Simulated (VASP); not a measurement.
Write the native input for VASP 6.6.1 that does the following.

```
Task                   : single point
Functional             : LDA
Potentials or basis    : VASP PAW LDA potentials, release 64 (Ca_sv, O_h)
Cutoff                 : 910 eV
k mesh                 : 12 × 12 × 12
Occupations            : fermi-dirac, width 0.1 eV
Spin                   : no spin polarisation
Dipole correction      : no
Further INCAR settings : ALGO = Normal; EDIFF = 1e-06; NBANDS = 15
```

The structure of CaO lies in POSCAR:

```
CaO
1.0
    2.3539498185      2.3539498185      0.0000000000
   -2.3539498185      2.3539498185      0.0000000000
    0.0000000000      2.3539498185      2.3539498185
Ca O
1 1
Direct
    0.0000000000      0.0000000000      0.0000000000
    0.5000000000      0.5000000000      0.0000000000
```

The input as run:

INCAR

```
SYSTEM = CaO
PREC     = Accurate       ! precision mode
ENCUT    = 910            ! plane-wave cutoff, eV
EDIFF    = 1E-6           ! SCF threshold, eV
ISMEAR   = -1             ! smearing method
SIGMA    = 0.1            ! smearing width, eV
LREAL    = .False.        ! projectors in reciprocal space
LASPH    = .True.         ! aspherical terms in the spheres
NELM     = 120            ! most SCF steps
ALGO     = Normal         ! electronic algorithm
ISIF     = 2              ! what is computed and relaxed
LWAVE    = .False.        ! write WAVECAR
LCHARG   = .False.        ! write CHGCAR
GGA      = CA             ! functional
NBANDS   = 15             ! bands
GGA_COMPAT= .False.
```

KPOINTS

```
regular mesh
0
Gamma
  12 12 12
  0 0 0
```

Potentials or basis: VASP PAW LDA potentials, release 64 (Ca_sv, O_h).

The run is started by

```sh
$ cat potpaw_LDA.64/Ca_sv/POTCAR potpaw_LDA.64/O_h/POTCAR > POTCAR
$ mpirun -np 1 vasp_std > vasp.out
```

It gave:

- Pressure: 0.8 GPa
- Band gap on the k mesh: 3.42 eV (least direct gap 3.78 eV)

Caveat: the cutoff is under 1.25 times the usual one of these potentials, so pressure, stress and relaxed cells hold a basis-set (Pulay) error.

Run time: 24 s on 1 thread of Intel(R) Xeon(R) 6975P-C (Granite Rapids), on a shared host, peak memory 0.22 GiB.
